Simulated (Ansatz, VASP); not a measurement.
**RbP2O5 in VASP and in Ansatz**

```
CELL_PARAMETERS angstrom
5.65894 0.00000 0.00000
-2.82947 4.90078 0.00000
0.00000 0.00000 3.26986
ATOMIC_POSITIONS crystal
Rb 0.00000 0.00000 0.08330
P 0.33333 0.66667 0.50000
P 0.66667 0.33333 0.50000
O 0.33333 0.66667 0.98315
O 0.00000 0.50000 0.60704
O 0.50000 0.50000 0.60704
O 0.50000 0.00000 0.60704
O 0.66667 0.33333 0.98315
```

Alike in both runs: task single point; functional PBE; k mesh 6 × 6 × 6; occupations gaussian, width 0.1 eV; no spin polarisation.

|  | VASP | Ansatz |
| --- | --- | --- |
| version | VASP 6.6.1 | Ansatz 0.2.0 |
| potentials or method | VASP PAW PBE potentials, release 64 (Rb_sv, P, O), cutoff 520 eV | scalar-relativistic, plane waves, PAW |
| valence electrons in the cell | 49 | 49 |

```tsv
	VASP	Ansatz	Ansatz less VASP
gap on the k mesh at the Fermi level (eV)	none	none	-
rms of the force components (eV/Å)	3.002	2.995	-0.0067
```

Atom by atom the forces differ by 0.016 eV/Å (rms over components). A gap of «none» marks a metal or a gap that the smearing closes. The functional is the same, so the differences come from potentials, cutoffs and numerics.
